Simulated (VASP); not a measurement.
# Mo (Im-3m) in VASP: a series of runs

Mo is run at these levels: PBEsol, r2SCAN; tasks: single point.

Everything below comes from runs of VASP 6.6.1. Logs are shortened: lines on timing, memory, paths and dates and some standing lists are left out, and cuts for length are marked.

## (1) The cell of the first run

Symmetry: Im-3m, No. 229, cubic system. The conventional cell has a = 3.129 Å, b = 3.129 Å, c = 3.129 Å, α = 90.00°, β = 90.00°, γ = 90.00°. Mo (site symmetry m-3m) has 14 Mo at 2.71 to 3.13 Å within 3.6 Å.

## (2) Single point, PBEsol

INCAR reads:

```
PREC = Accurate
ENCUT = 500
EDIFF = 1E-6
ISMEAR = 0
SIGMA = 0.1
LREAL = F
LASPH = T
NELM = 120
ALGO = Normal
ISIF = 2
LWAVE = F
LCHARG = F
GGA = PS
NBANDS = 13
GGA_COMPAT = F
```

KPOINTS reads:

```
Automatic mesh
0
Gamma
  18 18 18
```

POSCAR reads:

```
Mo
1.0
   -1.5646440655      1.5646440655      1.5646440655
    1.5646440655     -1.5646440655      1.5646440655
    1.5646440655      1.5646440655     -1.5646440655
Mo
1
Direct
    0.0000000000      0.0000000000      0.0000000000
```

Potentials or basis: VASP PAW PBE potentials, release 64 (Mo_sv).

On the command line:

```sh
$ cat potpaw_PBE.64/Mo_sv/POTCAR > POTCAR
$ mpirun -np 1 vasp_std > vasp.out
```

OUTCAR:

```text
PREC = Accurate
   ENCUT = 500
   EDIFF = 1E-6
   ISMEAR = 0
   LREAL = F
   LASPH = T
   NELM = 120
   ISIF = 2
   GGA = PS

 ion  position               nearest neighbor table
   1  0.000  0.000  0.000-

  LATTYP: Found a body centered cubic cell.
 ALAT       =     3.1292881310

  Lattice vectors:

 A1 = (  -1.5646440655,   1.5646440655,   1.5646440655)
 A2 = (   1.5646440655,  -1.5646440655,   1.5646440655)
 A3 = (   1.5646440655,   1.5646440655,  -1.5646440655)

Analysis of symmetry for initial positions (statically):
=====================================================================
 Subroutine PRICEL returns:
 Original cell was already a primitive cell.

 Routine SETGRP: Setting up the symmetry group for a
 body centered cubic supercell.

 Subroutine GETGRP returns: Found 48 space group operations
 (whereof 48 operations were pure point group operations)
 out of a pool of 48 trial point group operations.

The static configuration has the point symmetry O_h .

Analysis of symmetry for dynamics (positions and initial velocities):
=====================================================================
 Subroutine PRICEL returns:
 Original cell was already a primitive cell.

 Routine SETGRP: Setting up the symmetry group for a
 body centered cubic supercell.

 Subroutine GETGRP returns: Found 48 space group operations
 (whereof 48 operations were pure point group operations)
 out of a pool of 48 trial point group operations.

The dynamic configuration has the point symmetry O_h .

 Subroutine INISYM returns: Found 48 space group operations
 (whereof 48 operations are pure point group operations),
 and found     1 'primitive' translations

----------------------------------------------------------------------------------------

                                     Primitive cell

  volume of cell :      15.3217

  direct lattice vectors                    reciprocal lattice vectors
    -1.564644066  1.564644066  1.564644066     0.000000000  0.319561497  0.319561497
     1.564644066 -1.564644066  1.564644066     0.319561497  0.000000000  0.319561497
     1.564644066  1.564644066 -1.564644066     0.319561497  0.319561497  0.000000000

  length of vectors
     2.710043017  2.710043017  2.710043017     0.451928203  0.451928203  0.451928203

  position of ions in fractional coordinates (direct lattice)
     0.000000000  0.000000000  0.000000000

  ion indices of the primitive-cell ions
   primitive index   ion index
                 1           1

----------------------------------------------------------------------------------------

 KPOINTS: Automatic mesh

Automatic generation of k-mesh.
 Grid dimensions read from file:
 generate k-points for:   18   18   18

 Generating k-lattice:

  Cartesian coordinates                     Fractional coordinates (reciprocal lattice)
     0.000000000  0.017753417  0.017753417     0.055555556  0.000000000  0.000000000
     0.017753417  0.000000000  0.017753417     0.000000000  0.055555556  0.000000000
     0.017753417  0.017753417  0.000000000     0.000000000  0.000000000  0.055555556

  Length of vectors
     0.025107122  0.025107122  0.025107122

  Shift w.r.t. Gamma in fractional coordinates (k-lattice)
     0.000000000  0.000000000  0.000000000

 Subroutine IBZKPT returns following result:
 ===========================================

 Found    195 irreducible k-points:

 Following reciprocal coordinates:
            Coordinates               Weight
  0.000000  0.000000  0.000000      1.000000
  0.055556  0.000000  0.000000     12.000000
  0.111111  0.000000  0.000000     12.000000
  0.166667  0.000000  0.000000     12.000000
  0.222222  0.000000  0.000000     12.000000
  0.277778  0.000000  0.000000     12.000000
[... 16 lines left out ...]
  0.333333  0.111111  0.000000     48.000000
  0.388889  0.111111  0.000000     48.000000
 [... further k-points ...]
   k-points           NKPTS =    195   k-points in BZ     NKDIM =    195   number of bands    NBANDS=     13
   number of dos      NEDOS =    301   number of ions     NIONS =      1
   total plane-waves  NPLWV =   8000
   dimension x,y,z NGX =    20 NGY =   20 NGZ =   20
   dimension x,y,z NGXF=    40 NGYF=   40 NGZF=   40
   ions per type =               1
   NGX,Y,Z   is equivalent  to a cutoff of  12.27, 12.27, 12.27 a.u.
   NGXF,Y,Z  is equivalent  to a cutoff of  24.54, 24.54, 24.54 a.u.
 SYSTEM =  unknown system
   PREC   = accura    normal or accurate (medium, high low for compatibility)
   ISTART =      0    job   : 0-new  1-cont  2-samecut
   ICHARG =      2    charge: 1-file 2-atom 10-const
   ISPIN  =      1    spin polarized calculation?
   LNONCOLLINEAR =      F non collinear calculations
   LSORBIT =      F    spin-orbit coupling
   LASPH  =      T    aspherical Exc in radial PAW
   ENCUT  =  500.0 eV  36.75 Ry    6.06 a.u.   4.94  4.94  4.94*2*pi/ulx,y,z
   NELM   =    120;   NELMIN=  2; NELMDL= -5     # of ELM steps
   EDIFF  = 0.1E-05   stopping-criterion for ELM
   LREAL  =      F    real-space projection
   EDIFFG = 0.1E-04   stopping-criterion for IOM
   NSW    =      0    number of steps for IOM
   IBRION =     -1    ionic relax: 0-MD 1-quasi-New 2-CG
   NFREE  =      0    steps in history (QN), initial steepest desc. (CG)
   ISIF   =      2    stress and relaxation
   ISYM   =      2    0-nonsym 1-usesym 2-fastsym
   POTIM  = 0.5000    time-step for ionic-motion
   TEBEG  =    0.0;   TEEND  =   0.0 temperature during run
   PSTRESS=    0.0 pullay stress
   NELECT =      14.0000    total number of electrons
   NUPDOWN=      -1.0000    fix difference up-down
   EMIN   =  10.00;   EMAX   =-10.00  energy-range for DOS
   EFERMI =   0.00;   METHOD = LEGACY
   ISMEAR =     0;   SIGMA  =   0.10  broadening in eV -4-tet -1-fermi 0-gaus
   EFERMI_NEDOS =   21; number of points for ismear=-14 and -15
   IALGO  =     38    algorithm
   IMIX   =      4    mixing-type and parameters
     AMIX     =   0.40;   BMIX     =  1.00
     AMIX_MAG =   1.60;   BMIX_MAG =  1.00
  volume/ion in A,a.u.               =      15.32       103.40
  Fermi-wavevector in a.u.,A,eV,Ry     =   1.588603  3.002024 34.336458  2.523658
  Thomas-Fermi vector in A             =   2.687581
   LORBIT       =      0    0 simple, 1 ext, 2 COOP (PROOUT), +10 PAW based schemes
   GGA     = PS    functional components
   LHFCALC =     F    Hartree Fock is set to
   AEXX    =    0.0000 exact exchange contribution
   IVDW    =     0    specifies the selected vdW correction
   LEPSILON=     F    determine dielectric tensor
   LRPA    =     F    only Hartree local field effects (RPA)
 non-spin polarized calculation
 Gauss-broadening in eV      SIGMA  =   0.10
  energy-cutoff  :      500.00
  volume of cell :       15.32
 maximum number of plane-waves:       402
   NGX =  9   NGY =  9   NGZ =  9

 number of electron      13.9999998 magnetization

 Free energy of the ion-electron system (eV)
  ---------------------------------------------------
  ext. energy  EPLUGINS =         0.00000000
  ---------------------------------------------------
  free energy    TOTEN  =       -11.77796647 eV

  energy without entropy =      -11.77565348  energy(sigma->0) =      -11.77680997

 E-fermi :  12.8090     XC(G=0): -13.6421

 val. band max:       12.8076090898   @ k =  -0.3889   0.4444   0.2778
 cond. band min:      12.8134993977   @ k =   0.3889   0.1111   0.0000
 fundamental gap:      0.0058903080
 Fermi energy:        12.8090400691

 k-point     1 :       0.0000    0.0000    0.0000
  band No.  band energies     occupation
      1     -48.4072      2.00000
      2     -21.6463      2.00000
      3     -21.6463      2.00000
      4     -21.6463      2.00000
      5       5.4389      2.00000
      6      11.3838      2.00000
      7      11.3838      2.00000
      8      11.3838      2.00000
      9      14.4736      0.00000
     10      14.4736      0.00000
     11      27.6268      0.00000
     12      27.6268      0.00000
     13      27.6268      0.00000

 k-point     2 :       0.0556    0.0000    0.0000
  band No.  band energies     occupation
      1     -48.3987      2.00000
      2     -21.6951      2.00000
      3     -21.6613      2.00000
      4     -21.6467      2.00000
      5       5.5797      2.00000
      6      11.3033      2.00000
      7      11.3709      2.00000
      8      11.5162      2.00000
      9      14.3523      0.00000
     10      14.4754      0.00000
     11      27.7354      0.00000
     12      27.8643      0.00000
     13      27.9166      0.00000

 k-point     3 :       0.1111    0.0000    0.0000
  band No.  band energies     occupation
      1     -48.3741      2.00000
      2     -21.8340      2.00000
      3     -21.7041      2.00000
      4     -21.6478      2.00000
      5       5.9808      2.00000
      6      11.0798      2.00000
      7      11.3135      2.00000
      8      11.9078      2.00000
      9      14.0865      0.00000
     10      14.4861      0.00000
     11      27.9980      0.00000
     12      28.5563      0.00000
     13      28.6418      0.00000

 k-point     4 :       0.1667    0.0000    0.0000
  band No.  band energies     occupation
      1     -48.3362      2.00000
      2     -22.0432      2.00000
      3     -21.7691      2.00000
      4     -21.6496      2.00000
      5       6.5695      2.00000
      6      10.7587      2.00000
      7      11.1941      2.00000
      8      12.5421      1.99984
      9      13.8824      0.00000
     10      14.5194      0.00000
     11      28.1948      0.00000
     12      29.3797      0.00000
     13      29.6500      0.00000

 k-point     5 :       0.2222    0.0000    0.0000
  band No.  band energies     occupation
      1     -48.2894      2.00000
      2     -22.2938      2.00000
      3     -21.8479      2.00000
      4     -21.6518      2.00000
      5       7.1894      2.00000
      6      10.3945      2.00000
      7      11.1187      2.00000
      8      13.3896      0.00000
      9      13.8715      0.00000
     10      14.5890      0.00000
     11      27.9801      0.00000
     12      29.4988      0.00000
     13      31.0763      0.00000

 k-point     6 :       0.2778    0.0000    0.0000
  band No.  band energies     occupation
      1     -48.2391      2.00000
      2     -22.5540      2.00000
      3     -21.9306      2.00000
      4     -21.6542      2.00000
      5       7.5902      2.00000
      6      10.0367      2.00000
      7      11.3665      2.00000
      8      14.0346      0.00000
      9      14.4027      0.00000
     10      14.7009      0.00000
     11      27.2635      0.00000
     12      28.7237      0.00000
     13      32.7584      0.00000

 k-point     7 :       0.3333    0.0000    0.0000
  band No.  band energies     occupation
      1     -48.1915      2.00000
      2     -22.7929      2.00000
      3     -22.0073      2.00000
      4     -21.6565      2.00000
      5       7.6434      2.00000
      6       9.7238      2.00000
      7      12.0857      2.00000
      8      14.2832      0.00000
      9      14.8465      0.00000
     10      15.5054      0.00000
     11      26.3455      0.00000
     12      27.4544      0.00000
     13      34.0632      0.00000
[... 193 lines left out ...]
 k-point    20 :       0.1667    0.1111    0.0000
  band No.  band energies     occupation
      1     -48.2710      2.00000
      2     -22.3657      2.00000
      3     -21.8515      2.00000
      4     -21.7066      2.00000
      5       7.5322      2.00000
      6      10.4267      2.00000
      7      10.6816      2.00000
      8      13.5882      0.00000
      9      13.9818      0.00000
     10      14.8555      0.00000
     11      28.5459      0.00000
     12      29.2154      0.00000
     13      30.6823      0.00000

 k-point    21 :       0.2222    0.1111    0.0000
  band No.  band energies     occupation
      1     -48.2237      2.00000
      2     -22.5874      2.00000
      3     -21.9472      2.00000
      4     -21.7141      2.00000
      5       7.9649      2.00000
      6      10.0769      2.00000
      7      10.8241      2.00000
      8      13.7167      0.00000
      9      14.9359      0.00000
     10      15.1553      0.00000
     11      27.6068      0.00000
     12      28.7098      0.00000
     13      31.8364      0.00000

 k-point    22 :       0.2778    0.1111    0.0000
  band No.  band energies     occupation
      1     -48.1788      2.00000
      2     -22.7899      2.00000
      3     -22.0400      2.00000
      4     -21.7192      2.00000
      5       8.0304      2.00000
      6       9.7881      2.00000
      7      11.3949      2.00000
      8      13.9824      0.00000
      9      15.1249      0.00000
     10      16.3009      0.00000
     11      26.5787      0.00000
     12      27.6208      0.00000
     13      32.2424      0.00000

 k-point    23 :       0.3333    0.1111    0.0000
  band No.  band energies     occupation
      1     -48.1420      2.00000
      2     -22.9516      2.00000
      3     -22.1162      2.00000
      4     -21.7228      2.00000
      5       7.8882      2.00000
      6       9.5759      2.00000
      7      12.1680      2.00000
      8      14.2656      0.00000
      9      15.3027      0.00000
     10      17.4530      0.00000
     11      25.6327      0.00000
     12      26.4167      0.00000
     13      30.9554      0.00000

 k-point    24 :       0.3889    0.1111    0.0000
  band No.  band energies     occupation
      1     -48.1179      2.00000
      2     -23.0558      2.00000
      3     -22.1658      2.00000
      4     -21.7250      2.00000
      5       7.7424      2.00000
      6       9.4457      2.00000
      7      12.8135      0.94972
      8      14.3899      0.00000
      9      15.5681      0.00000
     10      18.3560      0.00000
     11      24.7545      0.00000
     12      25.6564      0.00000
     13      30.0150      0.00000

 [... further k-points ...]
[... 5 lines left out ...]
  --------------------------------------------------------------------------------------
  -------------------------------------------------------------------------------------
  Total        0.0561877      0.0561877      0.0561877      0.0000000      0.0000000     -0.0000000
  in kB        5.8755095      5.8755095      5.8755095      0.0000000      0.0000000     -0.0000000
  external PRESSURE =       5.8755095 kB  Pullay stress =       0.0000000 kB

 VOLUME and BASIS-vectors are now :
 -----------------------------------------------------------------------------
  energy-cutoff  :      500.00
  volume of cell :       15.32
      direct lattice vectors                 reciprocal lattice vectors
    -1.564644066  1.564644066  1.564644066     0.000000000  0.319561497  0.319561497
     1.564644066 -1.564644066  1.564644066     0.319561497  0.000000000  0.319561497
     1.564644066  1.564644066 -1.564644066     0.319561497  0.319561497  0.000000000

 POSITION                                       TOTAL-FORCE (eV/Angst)
 -----------------------------------------------------------------------------------
      0.00000      0.00000      0.00000        -0.000000      0.000000     -0.000000
 -----------------------------------------------------------------------------------
    total drift:                                0.000000     -0.000000      0.000000

  FREE ENERGIE OF THE ION-ELECTRON SYSTEM (eV)
  ---------------------------------------------------
  free  energy   TOTEN  =       -11.7779664744 eV

  energy  without entropy=      -11.7756534752  energy(sigma->0) =      -11.77680997
```

Run time: 33 s. Hardware: 1 thread of Intel Xeon 8259CL, shared host; peak memory 0.15 GiB.

What came out:

```yaml
Free_energy: -11.7780 eV
Pressure: 0.6 GPa
Band_gap_on_the_k_mesh: zero (band 7 reaches 16.92 eV, above the bottom of band 8 at 11.38 eV)
```

Caveat: the PAW data sets were made with another functional, which shifts forces and pressure a little.

## (3) Single point, r2SCAN

POSCAR is that of step 2.

INCAR.step1 reads:

```
PREC     = Accurate       # precision mode
ENCUT    = 550            # plane-wave cutoff, eV
ISMEAR   = 0              # smearing method
SIGMA    = 0.1            # smearing width, eV
LREAL    = F              # projectors in reciprocal space
LASPH    = T              # aspherical terms in the spheres
NELM     = 120            # most SCF steps
NBANDS   = 13             # bands
GGA      = PE             # functional
ALGO     = Normal         # electronic algorithm
EDIFF    = 1E-5           # SCF threshold, eV
LWAVE    = T              # write WAVECAR
LCHARG   = F              # write CHGCAR
GGA_COMPAT= F
```

INCAR.step2 reads:

```
PREC     = Accurate       # precision mode
ENCUT    = 550            # plane-wave cutoff, eV
EDIFF    = 1E-6           # SCF threshold, eV
ISMEAR   = 0              # smearing method
SIGMA    = 0.1            # smearing width, eV
LREAL    = F              # projectors in reciprocal space
LASPH    = T              # aspherical terms in the spheres
NELM     = 120            # most SCF steps
ALGO     = Normal         # electronic algorithm
ISIF     = 2              # what is computed and relaxed
LWAVE    = F              # write WAVECAR
LCHARG   = F              # write CHGCAR
METAGGA  = R2SCAN         # meta-GGA
LMIXTAU  = T            
NBANDS   = 13             # bands
ISTART   = 1            
GGA_COMPAT= F
```

KPOINTS reads:

```
regular mesh
0
Gamma
  18 18 18
```

Potentials or basis: VASP PAW PBE potentials, release 64 (Mo_sv).

On the command line:

```sh
$ cat potpaw_PBE.64/Mo_sv/POTCAR > POTCAR
$ cp INCAR.step1 INCAR
$ mpirun -np 1 vasp_std > vasp.out
$ cp INCAR.step2 INCAR
$ mpirun -np 1 vasp_std > vasp.out
```

Run time: 2.7 min. Hardware: 1 thread of Intel Xeon 8259CL, shared host; peak memory 0.17 GiB.

Results (log left out):

| Property | Result |
| --- | --- |
| Free energy | -26.0689 eV |
| Pressure | 6.9 GPa |
| Band gap on the k mesh | zero (band 7 reaches 17.14 eV, above the bottom of band 8 at 11.41 eV) |

Levels at points of the mesh, in eV from the Fermi level:
| k point | band 4 | band 5 | band 6 | band 7 | band 8 | band 9 | band 10 | band 11 |
| --- | --- | --- | --- | --- | --- | --- | --- | --- |
| (0.00, 0.00, 0.00) | -35.67 | -7.74 | -1.48 | -1.48 | -1.48 | 1.93 | 1.93 | 15.50 |
| (0.50, 0.00, 0.00) | -35.68 | -5.74 | -3.70 | 1.65 | 1.92 | 2.64 | 5.06 | 12.53 |
| (0.50, 0.50, 0.50) | -36.76 | -5.84 | -5.84 | 4.24 | 4.24 | 4.24 | 9.63 | 9.63 |

Caveat: the PAW data sets were made with another functional, which shifts forces and pressure a little.
